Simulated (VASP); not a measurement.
# BiTe in VASP: notebook

Runs on BiTe. Level: PBEsol. Tasks: single point.

Program: VASP 6.6.1. These are calculated values, not measurements. Logs are shortened: lines on timing, memory, paths and dates and some standing lists are left out, and cuts for length are marked.

## (1) The cell of the first run

The structure is cubic, space group Fm-3m (No. 225). The conventional cell has a = 6.276 Å, b = 6.276 Å, c = 6.276 Å, α = 90.00°, β = 90.00°, γ = 90.00°. Bi (site symmetry m-3m) has 6 Te at 3.14 Å within 4.1 Å. Within 4.1 Å of Te (site symmetry m-3m) lie 6 Bi at 3.14 Å.

## (2) Single point, PBEsol (strain -0.030 along x and y, -0.030 along z)

INCAR reads:

```
PREC     = Accurate       # precision mode
ENCUT    = 520            # plane-wave cutoff, eV
EDIFF    = 1E-6           # SCF threshold, eV
ISMEAR   = 0              # smearing method
SIGMA    = 0.15           # smearing width, eV
LREAL    = False          # projectors in reciprocal space
LASPH    = True           # aspherical terms in the spheres
NELM     = 80             # most SCF steps
ALGO     = Normal         # electronic algorithm
ISIF     = 2              # what is computed and relaxed
LWAVE    = False          # write WAVECAR
LCHARG   = False          # write CHGCAR
GGA      = PS             # functional
NBANDS   = 18             # bands
```

KPOINTS reads:

```
regular mesh
0
Gamma
  14 14 14
```

POSCAR reads:

```
BiTe
1.0
    0.0000000000      3.1379500000      3.1379500000
    3.1379500000      0.0000000000      3.1379500000
    3.1379500000      3.1379500000      0.0000000000
Bi Te
1 1
Direct
    0.0000000000      0.0000000000      0.0000000000
    0.5000000000      0.5000000000      0.5000000000
```

Potentials or basis: VASP PAW PBE potentials, release 64 (Bi_d, Te).

On the command line:

```console
cat potpaw_PBE.64/Bi_d/POTCAR potpaw_PBE.64/Te/POTCAR > POTCAR
mpirun -np 1 vasp_std > vasp.out
```

OUTCAR:

```text
PREC = Accurate
   ENCUT = 520
   EDIFF = 1E-6
   ISMEAR = 0
   LREAL = False
   LASPH = True
   NELM = 80
   ISIF = 2
   GGA = PS

 ion  position               nearest neighbor table
   1  0.000  0.000  0.000-   2 3.14   2 3.14   2 3.14   2 3.14   2 3.14   2 3.14
   2  0.500  0.500  0.500-   1 3.14   1 3.14   1 3.14   1 3.14   1 3.14   1 3.14

  LATTYP: Found a face centered cubic cell.
 ALAT       =     6.2759000000

  Lattice vectors:

 A1 = (   0.0000000000,   3.1379500000,   3.1379500000)
 A2 = (   3.1379500000,   0.0000000000,   3.1379500000)
 A3 = (   3.1379500000,   3.1379500000,   0.0000000000)

Analysis of symmetry for initial positions (statically):
=====================================================================
 Subroutine PRICEL returns:
 Original cell was already a primitive cell.

 Routine SETGRP: Setting up the symmetry group for a
 face centered cubic supercell.

 Subroutine GETGRP returns: Found 48 space group operations
 (whereof 48 operations were pure point group operations)
 out of a pool of 48 trial point group operations.

The static configuration has the point symmetry O_h .

Analysis of symmetry for dynamics (positions and initial velocities):
=====================================================================
 Subroutine PRICEL returns:
 Original cell was already a primitive cell.

 Routine SETGRP: Setting up the symmetry group for a
 face centered cubic supercell.

 Subroutine GETGRP returns: Found 48 space group operations
 (whereof 48 operations were pure point group operations)
 out of a pool of 48 trial point group operations.

The dynamic configuration has the point symmetry O_h .

 Subroutine INISYM returns: Found 48 space group operations
 (whereof 48 operations are pure point group operations),
 and found     1 'primitive' translations

----------------------------------------------------------------------------------------

                                     Primitive cell

  volume of cell :      61.7971

  direct lattice vectors                    reciprocal lattice vectors
     0.000000000  3.137950000  3.137950000    -0.159339696  0.159339696  0.159339696
     3.137950000  0.000000000  3.137950000     0.159339696 -0.159339696  0.159339696
     3.137950000  3.137950000  0.000000000     0.159339696  0.159339696 -0.159339696

  length of vectors
     4.437731448  4.437731448  4.437731448     0.275984450  0.275984450  0.275984450

  position of ions in fractional coordinates (direct lattice)
     0.000000000  0.000000000  0.000000000
     0.500000000  0.500000000  0.500000000

  ion indices of the primitive-cell ions
   primitive index   ion index
                 1           1
                 2           2

----------------------------------------------------------------------------------------

 KPOINTS: regular mesh

Automatic generation of k-mesh.
 Grid dimensions read from file:
 generate k-points for:   14   14   14

 Generating k-lattice:

  Cartesian coordinates                     Fractional coordinates (reciprocal lattice)
    -0.011381407  0.011381407  0.011381407     0.071428571  0.000000000  0.000000000
     0.011381407 -0.011381407  0.011381407     0.000000000  0.071428571  0.000000000
     0.011381407  0.011381407 -0.011381407     0.000000000  0.000000000  0.071428571

  Length of vectors
     0.019713175  0.019713175  0.019713175

  Shift w.r.t. Gamma in fractional coordinates (k-lattice)
     0.000000000  0.000000000  0.000000000

 Subroutine IBZKPT returns following result:
 ===========================================

 Found    104 irreducible k-points:

 Following reciprocal coordinates:
            Coordinates               Weight
  0.000000  0.000000  0.000000      1.000000
  0.071429  0.000000  0.000000      8.000000
  0.142857  0.000000  0.000000      8.000000
  0.214286  0.000000  0.000000      8.000000
  0.285714  0.000000  0.000000      8.000000
  0.357143  0.000000  0.000000      8.000000
[... 16 lines left out ...]
  0.214286  0.142857  0.000000     24.000000
  0.285714  0.142857  0.000000     24.000000
 [... further k-points ...]
   k-points           NKPTS =    104   k-points in BZ     NKDIM =    104   number of bands    NBANDS=     18
   number of dos      NEDOS =    301   number of ions     NIONS =      2
   total plane-waves  NPLWV =  46656
   dimension x,y,z NGX =    36 NGY =   36 NGZ =   36
   dimension x,y,z NGXF=    72 NGYF=   72 NGZF=   72
   ions per type =               1   1
   NGX,Y,Z   is equivalent  to a cutoff of  13.49, 13.49, 13.49 a.u.
   NGXF,Y,Z  is equivalent  to a cutoff of  26.97, 26.97, 26.97 a.u.
 SYSTEM =  unknown system
   PREC   = accura    normal or accurate (medium, high low for compatibility)
   ISTART =      0    job   : 0-new  1-cont  2-samecut
   ICHARG =      2    charge: 1-file 2-atom 10-const
   ISPIN  =      1    spin polarized calculation?
   LNONCOLLINEAR =      F non collinear calculations
   LSORBIT =      F    spin-orbit coupling
   LASPH  =      T    aspherical Exc in radial PAW
   ENCUT  =  520.0 eV  38.22 Ry    6.18 a.u.   8.25  8.25  8.25*2*pi/ulx,y,z
   NELM   =     80;   NELMIN=  2; NELMDL= -5     # of ELM steps
   EDIFF  = 0.1E-05   stopping-criterion for ELM
   LREAL  =      F    real-space projection
   EDIFFG = 0.1E-04   stopping-criterion for IOM
   NSW    =      0    number of steps for IOM
   IBRION =     -1    ionic relax: 0-MD 1-quasi-New 2-CG
   NFREE  =      0    steps in history (QN), initial steepest desc. (CG)
   ISIF   =      2    stress and relaxation
   ISYM   =      2    0-nonsym 1-usesym 2-fastsym
   POTIM  = 0.5000    time-step for ionic-motion
   TEBEG  =    0.0;   TEEND  =   0.0 temperature during run
   PSTRESS=    0.0 pullay stress
   NELECT =      21.0000    total number of electrons
   NUPDOWN=      -1.0000    fix difference up-down
   EMIN   =  10.00;   EMAX   =-10.00  energy-range for DOS
   EFERMI =   0.00;   METHOD = LEGACY
   ISMEAR =     0;   SIGMA  =   0.15  broadening in eV -4-tet -1-fermi 0-gaus
   EFERMI_NEDOS =   21; number of points for ismear=-14 and -15
   IALGO  =     38    algorithm
   IMIX   =      4    mixing-type and parameters
     AMIX     =   0.40;   BMIX     =  1.00
     AMIX_MAG =   1.60;   BMIX_MAG =  1.00
  volume/ion in A,a.u.               =      30.90       208.51
  Fermi-wavevector in a.u.,A,eV,Ry     =   1.142419  2.158858 17.757237  1.305120
  Thomas-Fermi vector in A             =   2.279116
   LORBIT       =      0    0 simple, 1 ext, 2 COOP (PROOUT), +10 PAW based schemes
   GGA     = PS    functional components
   LHFCALC =     F    Hartree Fock is set to
   AEXX    =    0.0000 exact exchange contribution
   IVDW    =     0    specifies the selected vdW correction
   LEPSILON=     F    determine dielectric tensor
   LRPA    =     F    only Hartree local field effects (RPA)
 non-spin polarized calculation
 Gauss-broadening in eV      SIGMA  =   0.15
  energy-cutoff  :      520.00
  volume of cell :       61.80
 maximum number of plane-waves:      1687
 NGX is ok and might be reduce to    36
   NGX = 17   NGY = 17   NGZ = 17

 number of electron      20.9999999 magnetization

 Free energy of the ion-electron system (eV)
  ---------------------------------------------------
  ext. energy  EPLUGINS =         0.00000000
  ---------------------------------------------------
  free energy    TOTEN  =        -7.95591695 eV

  energy without entropy =       -7.94093449  energy(sigma->0) =       -7.94842572

 E-fermi :   7.6643     XC(G=0): -10.0031

 val. band max:        7.6513646541   @ k =  -0.3571   0.3571   0.1429
 cond. band min:       7.6681859022   @ k =   0.1429   0.1429   0.0000
 fundamental gap:      0.0168212481
 Fermi energy:         7.6643335479

 k-point     1 :       0.0000    0.0000    0.0000
  band No.  band energies     occupation
      1     -15.4671      2.00000
      2     -15.4671      2.00000
      3     -15.4563      2.00000
      4     -15.4563      2.00000
      5     -15.4563      2.00000
      6      -6.5636      2.00000
[... 10 lines left out ...]
     17      13.8269      0.00000
     18      14.0938      0.00000

 k-point     2 :       0.0714    0.0000    0.0000
  band No.  band energies     occupation
      1     -15.4673      2.00000
      2     -15.4673      2.00000
      3     -15.4561      2.00000
      4     -15.4558      2.00000
      5     -15.4558      2.00000
      6      -6.5123      2.00000
[... 10 lines left out ...]
     17      14.2611      0.00000
     18      14.4524      0.00000

 k-point     3 :       0.1429    0.0000    0.0000
  band No.  band energies     occupation
      1     -15.4682      2.00000
      2     -15.4682      2.00000
      3     -15.4558      2.00000
      4     -15.4546      2.00000
      5     -15.4546      2.00000
      6      -6.3587      2.00000
[... 10 lines left out ...]
     17      15.2182      0.00000
     18      15.3958      0.00000

 k-point     4 :       0.2143    0.0000    0.0000
  band No.  band energies     occupation
      1     -15.4696      2.00000
      2     -15.4696      2.00000
      3     -15.4553      2.00000
      4     -15.4526      2.00000
      5     -15.4526      2.00000
      6      -6.1045      2.00000
[... 375 lines left out ...]
      4     -15.4533      2.00000
      5     -15.4533      2.00000
      6      -6.2927      2.00000
[... 10 lines left out ...]
     17      14.4359      0.00000
     18      14.6074      0.00000

 k-point    23 :       0.2143    0.1429    0.0000
  band No.  band energies     occupation
      1     -15.4731      2.00000
      2     -15.4657      2.00000
      3     -15.4575      2.00000
      4     -15.4518      2.00000
      5     -15.4516      2.00000
      6      -6.1097      2.00000
[... 10 lines left out ...]
     17      14.8962      0.00000
     18      15.0338      0.00000

 k-point    24 :       0.2857    0.1429    0.0000
  band No.  band energies     occupation
      1     -15.4750      2.00000
      2     -15.4665      2.00000
      3     -15.4569      2.00000
      4     -15.4503      2.00000
      5     -15.4493      2.00000
      6      -5.8301      2.00000
[... 10 lines left out ...]
     17      15.8020      0.00000
     18      15.9304      0.00000

 [... further k-points ...]

------------------------ aborting loop because EDIFF is reached ----------------------------------------

  FORCE on cell =-STRESS in cart. coord.  units (eV):
  Direction    XX          YY          ZZ          XY          YZ          ZX
  --------------------------------------------------------------------------------------
  -------------------------------------------------------------------------------------
  Total        1.3566996      1.3566996      1.3566996     -0.0000000      0.0000000     -0.0000000
  in kB       35.1743616     35.1743616     35.1743616     -0.0000000      0.0000000     -0.0000000
  external PRESSURE =      35.1743616 kB  Pullay stress =       0.0000000 kB

 VOLUME and BASIS-vectors are now :
 -----------------------------------------------------------------------------
  energy-cutoff  :      520.00
  volume of cell :       61.80
      direct lattice vectors                 reciprocal lattice vectors
     0.000000000  3.137950000  3.137950000    -0.159339696  0.159339696  0.159339696
     3.137950000  0.000000000  3.137950000     0.159339696 -0.159339696  0.159339696
     3.137950000  3.137950000  0.000000000     0.159339696  0.159339696 -0.159339696

 POSITION                                       TOTAL-FORCE (eV/Angst)
 -----------------------------------------------------------------------------------
      0.00000      0.00000      0.00000         0.000000     -0.000000      0.000000
      3.13795      3.13795      3.13795        -0.000000      0.000000     -0.000000
 -----------------------------------------------------------------------------------
    total drift:                               -0.000000      0.000000      0.000000

  FREE ENERGIE OF THE ION-ELECTRON SYSTEM (eV)
  ---------------------------------------------------
  free  energy   TOTEN  =        -7.9559169517 eV

  energy  without entropy=       -7.9409344886  energy(sigma->0) =       -7.94842572
```

Run time: 53 s. Hardware: 1 thread of AMD EPYC 9R45 (Zen 5), shared host; peak memory 0.25 GiB.

Results:

```
Free energy : -7.9559 eV
Pressure    : 3.5 GPa
```

Caveat: the cell differs from its parent crystal (strain -0.030 along x and y, -0.030 along z); the PAW data sets were made with another functional, which shifts forces and pressure a little; spin-orbit coupling is left out, which moves the levels of the heavy elements.

[end of part 1 of 3]
